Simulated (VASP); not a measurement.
# Be (P1) in VASP: relaxation of cell and atoms with PBE

Aim: the relaxation of cell and atoms of Be with PBE.

All numbers are computed with VASP 6.6.1; they aren't measurements. Logs are shortened: lines on timing, memory, paths and dates and some standing lists are left out, and cuts for length are marked.

## Step 1: The cell of the first run

The typed cell holds 4 atoms: a = 2.201 Å, b = 3.797 Å, c = 3.939 Å, α = 108.16°, β = 90.69°, γ = 89.02°.

## Step 2: Relaxation of cell and atoms, PBE

Contents of INCAR:

```
ALGO = Fast
EDIFF = 1E-6
EDIFFG = -0.025
ENCUT = 600
GGA = PE
IBRION = 2
ISIF = 3
ISMEAR = 0
LASPH = True
LCHARG = False
LREAL = False
LWAVE = False
NELM = 80
NSW = 80
PREC = Accurate
SIGMA = 0.2
```

Contents of KPOINTS:

```
k-points
0
Gamma
  10 6 6
```

Contents of POSCAR:

```
Be
1.0
   -1.5591530597     -0.0198013826     -1.5528618178
   -1.5841673634     -3.0885253970      1.5382733563
   -1.6316963431      3.1756571419      1.6650078664
Be
4
Direct
    0.0093629179     -0.0095175504     -0.0079272699
    0.4593888456      0.4959469070      0.9803802011
    0.4978998152      0.9877516430      0.4930680267
    0.0333484214      0.5258190003      0.5344790421
```

Potentials or basis: VASP PAW PBE potentials, release 64 (Be).

The run is started by

```sh
$ cat potpaw_PBE.64/Be/POTCAR > POTCAR
$ mpirun -np 1 vasp_std > vasp.out
```

OUTCAR:

```text
EDIFF = 1E-6
   EDIFFG = -0.025
   ENCUT = 600
   GGA = PE
   IBRION = 2
   ISIF = 3
   ISMEAR = 0
   LASPH = True
   LREAL = False
   NELM = 80
   NSW = 80
   PREC = Accurate

 ion  position               nearest neighbor table
   1  0.009  0.990  0.992-   4 2.09   2 2.10   2 2.19   3 2.24   2 2.24   3 2.25   3 2.25   2 2.26
                             3 2.29
   2  0.459  0.496  0.980-   4 2.01   1 2.10   1 2.19   4 2.21   1 2.24   3 2.26   1 2.26   3 2.29
                             4 2.36
   3  0.498  0.988  0.493-   4 2.10   4 2.14   4 2.23   1 2.24   1 2.25   1 2.25   2 2.26   2 2.29
                             1 2.29   4 2.34
   4  0.033  0.526  0.534-   2 2.01   1 2.09   3 2.10   3 2.14   2 2.21   3 2.23   3 2.34   2 2.36

  LATTYP: Found a triclinic cell.
 ALAT       =     3.7966907014
 B/A-ratio  =     1.1957428730
 C/A-ratio  =     0.5796154024
 COS(alpha) =     0.0038081402
 COS(beta)  =     0.0170423968
 COS(gamma) =     0.5658282635

  Lattice vectors:

 A1 = (  -1.5841673634,  -3.0885253970,   1.5382733563)
 A2 = (  -3.2158637065,   0.0871317449,   3.2032812227)
 A3 = (  -1.5591530597,  -0.0198013826,  -1.5528618178)

Analysis of symmetry for initial positions (statically):
=====================================================================
 Subroutine PRICEL returns:
 Original cell was already a primitive cell.

 Routine SETGRP: Setting up the symmetry group for a
 triclinic supercell.

 Subroutine GETGRP returns: Found  1 space group operations
 (whereof  1 operations were pure point group operations)
 out of a pool of  2 trial point group operations.

The static configuration has the point symmetry C_1 .

Analysis of symmetry for dynamics (positions and initial velocities):
=====================================================================
 Subroutine PRICEL returns:
 Original cell was already a primitive cell.

 Routine SETGRP: Setting up the symmetry group for a
 triclinic supercell.

 Subroutine GETGRP returns: Found  1 space group operations
 (whereof  1 operations were pure point group operations)
 out of a pool of  2 trial point group operations.

The dynamic configuration has the point symmetry C_1 .

 Subroutine INISYM returns: Found  1 space group operations
 (whereof  1 operations are pure point group operations),
 and found     1 'primitive' translations

----------------------------------------------------------------------------------------

                                     Primitive cell

  volume of cell :      31.2696

  direct lattice vectors                    reciprocal lattice vectors
    -1.559153060 -0.019801383 -1.552861818    -0.320677254  0.004082436 -0.322047919
    -1.584167363 -3.088525397  1.538273356    -0.156650166 -0.164050767  0.159376717
    -1.631696343  3.175657142  1.665007866    -0.154351635  0.155371268  0.152995749

  length of vectors
     2.200620409  3.796690701  3.939477432     0.454494697  0.277223496  0.267156054

  position of ions in fractional coordinates (direct lattice)
     0.009362918  0.990482450  0.992072730
     0.459388846  0.495946907  0.980380201
     0.497899815  0.987751643  0.493068027
     0.033348421  0.525819000  0.534479042

  ion indices of the primitive-cell ions
   primitive index   ion index
                 1           1
                 2           2
                 3           3
                 4           4

----------------------------------------------------------------------------------------

 KPOINTS: k-points

Automatic generation of k-mesh.
 Grid dimensions read from file:
 generate k-points for:   10    6    6

 Generating k-lattice:

  Cartesian coordinates                     Fractional coordinates (reciprocal lattice)
    -0.032067725  0.000408244 -0.032204792     0.100000000  0.000000000  0.000000000
    -0.026108361 -0.027341795  0.026562786     0.000000000  0.166666667  0.000000000
    -0.025725272  0.025895211  0.025499292     0.000000000 -0.000000000  0.166666667

  Length of vectors
     0.045449470  0.046203916  0.044526009

  Shift w.r.t. Gamma in fractional coordinates (k-lattice)
     0.000000000  0.000000000  0.000000000

 Subroutine IBZKPT returns following result:
 ===========================================

 Found    184 irreducible k-points:

 Following reciprocal coordinates:
            Coordinates               Weight
  0.000000  0.000000  0.000000      1.000000
  0.100000  0.000000  0.000000      2.000000
  0.200000  0.000000  0.000000      2.000000
  0.300000  0.000000  0.000000      2.000000
  0.400000  0.000000  0.000000      2.000000
  0.500000 -0.000000  0.000000      1.000000
[... 16 lines left out ...]
 -0.400000  0.333333 -0.000000      2.000000
 -0.300000  0.333333 -0.000000      2.000000
 [... further k-points ...]
   k-points           NKPTS =    184   k-points in BZ     NKDIM =    184   number of bands    NBANDS=      8
   number of dos      NEDOS =    301   number of ions     NIONS =      4
   total plane-waves  NPLWV =  17280
   dimension x,y,z NGX =    18 NGY =   30 NGZ =   32
   dimension x,y,z NGXF=    36 NGYF=   60 NGZF=   64
   ions per type =               4
   NGX,Y,Z   is equivalent  to a cutoff of  13.60, 13.14, 13.50 a.u.
   NGXF,Y,Z  is equivalent  to a cutoff of  27.20, 26.27, 27.01 a.u.
 SYSTEM =  unknown system
   PREC   = accura    normal or accurate (medium, high low for compatibility)
   ISTART =      0    job   : 0-new  1-cont  2-samecut
   ICHARG =      2    charge: 1-file 2-atom 10-const
   ISPIN  =      1    spin polarized calculation?
   LNONCOLLINEAR =      F non collinear calculations
   LSORBIT =      F    spin-orbit coupling
   LASPH  =      T    aspherical Exc in radial PAW
   ENCUT  =  600.0 eV  44.10 Ry    6.64 a.u.   4.40  7.58  7.87*2*pi/ulx,y,z
   NELM   =     80;   NELMIN=  2; NELMDL= -5     # of ELM steps
   EDIFF  = 0.1E-05   stopping-criterion for ELM
   LREAL  =      F    real-space projection
   EDIFFG = -.3E-01   stopping-criterion for IOM
   NSW    =     80    number of steps for IOM
   IBRION =      2    ionic relax: 0-MD 1-quasi-New 2-CG
   NFREE  =      1    steps in history (QN), initial steepest desc. (CG)
   ISIF   =      3    stress and relaxation
   ISYM   =      2    0-nonsym 1-usesym 2-fastsym
   POTIM  = 0.5000    time-step for ionic-motion
   TEBEG  =    0.0;   TEEND  =   0.0 temperature during run
   PSTRESS=    0.0 pullay stress
   NELECT =       8.0000    total number of electrons
   NUPDOWN=      -1.0000    fix difference up-down
   EMIN   =  10.00;   EMAX   =-10.00  energy-range for DOS
   EFERMI =   0.00;   METHOD = LEGACY
   ISMEAR =     0;   SIGMA  =   0.20  broadening in eV -4-tet -1-fermi 0-gaus
   EFERMI_NEDOS =   21; number of points for ismear=-14 and -15
   IALGO  =     68    algorithm
   IMIX   =      4    mixing-type and parameters
     AMIX     =   0.40;   BMIX     =  1.00
     AMIX_MAG =   1.60;   BMIX_MAG =  1.00
  volume/ion in A,a.u.               =       7.82        52.75
  Fermi-wavevector in a.u.,A,eV,Ry     =   1.039276  1.963946 14.695569  1.080094
  Thomas-Fermi vector in A             =   2.173798
   LORBIT       =      0    0 simple, 1 ext, 2 COOP (PROOUT), +10 PAW based schemes
   GGA     = PE    functional components
   LHFCALC =     F    Hartree Fock is set to
   AEXX    =    0.0000 exact exchange contribution
   IVDW    =     0    specifies the selected vdW correction
   LEPSILON=     F    determine dielectric tensor
   LRPA    =     F    only Hartree local field effects (RPA)
 conjugate gradient relaxation of ions
 non-spin polarized calculation
 RMM-DIIS sequential band-by-band and
 Gauss-broadening in eV      SIGMA  =   0.20
  energy-cutoff  :      600.00
  volume of cell :       31.27
 maximum number of plane-waves:      1060
 NGX is ok and might be reduce to    18
   NGX =  9   NGY = 15   NGZ = 15

--------------------------------------- Ionic step        1  -------------------------------------------

 number of electron       8.0000000 magnetization

 Free energy of the ion-electron system (eV)
  ---------------------------------------------------
  ext. energy  EPLUGINS =         0.00000000
  ---------------------------------------------------
  free energy    TOTEN  =       -14.46674247 eV

  energy without entropy =      -14.45838542  energy(sigma->0) =      -14.46256395

------------------------ aborting loop because EDIFF is reached ----------------------------------------

  FORCE on cell =-STRESS in cart. coord.  units (eV):
  Direction    XX          YY          ZZ          XY          YZ          ZX
  --------------------------------------------------------------------------------------
  -------------------------------------------------------------------------------------
  Total        0.7558151      1.3315267      0.4978759     -0.1770523     -1.3280920      0.4925130
  in kB       38.7261120     68.2241617     25.5099415     -9.0717241    -68.0481753     25.2351566
  external PRESSURE =      44.1534050 kB  Pullay stress =       0.0000000 kB
[... 251 lines left out ...]
  energy  without entropy=      -14.7411340213  energy(sigma->0) =      -14.74402483

--------------------------------------- Ionic step        8  -------------------------------------------

 number of electron       8.0000000 magnetization

 Free energy of the ion-electron system (eV)
  ---------------------------------------------------
  ext. energy  EPLUGINS =         0.00000000
  ---------------------------------------------------
  free energy    TOTEN  =       -14.74715800 eV

  energy without entropy =      -14.74140384  energy(sigma->0) =      -14.74428092

 E-fermi :   7.5060     XC(G=0): -10.6208

 val. band max:        7.3874283503   @ k =  -0.3000   0.3333   0.1667
 cond. band min:       7.5388472247   @ k =   0.5000   0.5000   0.5000
 fundamental gap:      0.1514188743
 Fermi energy:         7.5060285318

 k-point     1 :       0.0000    0.0000    0.0000
  band No.  band energies     occupation
      1      -4.3213      2.00000
      2       2.2712      2.00000
      3       2.2714      2.00000
      4       4.9456      2.00000
      5       7.5764      0.61872
      6       7.5769      0.61626
      7      11.4657      0.00000
      8      17.0591      0.00000
[... 243 lines left out ...]
 k-point    24 :      -0.3000    0.3333   -0.0000
  band No.  band energies     occupation
      1      -1.4082      2.00000
      2       1.3819      2.00000
      3       5.0442      2.00000
      4       5.5838      2.00000
      5       8.3926      0.00000
      6       8.4920      0.00000
      7      13.0868      0.00000
      8      14.6434      0.00000

 [... further k-points ...]
[... 5 lines left out ...]
  --------------------------------------------------------------------------------------
  -------------------------------------------------------------------------------------
  Total        0.0061315     -0.0162870      0.0014068      0.0007074      0.0014092      0.0018484
  in kB        0.3116444     -0.8278121      0.0715051      0.0359523      0.0716255      0.0939465
  external PRESSURE =      -0.1482209 kB  Pullay stress =       0.0000000 kB
[... 19 lines left out ...]
  FREE ENERGIE OF THE ION-ELECTRON SYSTEM (eV)
  ---------------------------------------------------
  free  energy   TOTEN  =       -14.7471580022 eV

  energy  without entropy=      -14.7414038370  energy(sigma->0) =      -14.74428092

 reached required accuracy - stopping structural energy minimisation
```

It took 2.5 min on 1 thread of Intel Xeon Platinum 8259CL at 2.50GHz (Skylake/Cascade Lake), shared host; peak memory 0.18 GiB.

Results:

| Item | Value |
| --- | --- |
| Free energy | -14.7472 eV |
| Relaxed volume | 7.88 Å³/atom |
| Relaxed cell | a = 2.239 Å, b = 3.862 Å, c = 3.862 Å, α = 109.30°, β = 90.00°, γ = 90.01° |
| Space group after relaxing (to 0.05 Å) | Fm-3m (No. 225) |
| Energy gained by relaxing | 70.1 meV/atom |
| Ionic steps | 8 |
| Pressure after relaxing | 0.0 GPa |
| Largest force after relaxing | 0.016 eV/Å |
| Band gap on the k mesh | zero (band 4 reaches 8.49 eV, above the bottom of band 5 at 7.54 eV) |

Forces on the atoms (eV/Å):
```
Be  -0.012  0.000  0.010
Be  -0.001  0.002 -0.009
Be   0.002 -0.002  0.002
Be   0.011  0.000 -0.003
```

The path:
```tsv
step	energy change (eV)	largest force (eV/Å)	pressure (GPa)	volume (Å³)
1	0.0000	1.7388	4.42	31.27
2	-0.2233	0.6766	-1.89	32.24
3	-0.2425	0.3141	-3.60	32.65
4	-0.2742	0.1398	-1.08	31.83
5	-0.2772	0.1407	0.06	31.51
6	-0.2795	0.0696	0.07	31.50
7	-0.2802	0.0492	0.08	31.50
8	-0.2804	0.0160	-0.01	31.52
```

Final structure:
```
CELL_PARAMETERS angstrom
-1.58309 -0.00018 -1.58391
-1.57997 -3.14984 1.58020
-1.58028 3.15004 1.57932
ATOMIC_POSITIONS crystal
Be 0.99984 0.99969 0.99963
Be 0.49958 0.50010 0.00017
Be 0.50025 0.00001 0.49994
Be 0.00033 0.50020 0.50026
```
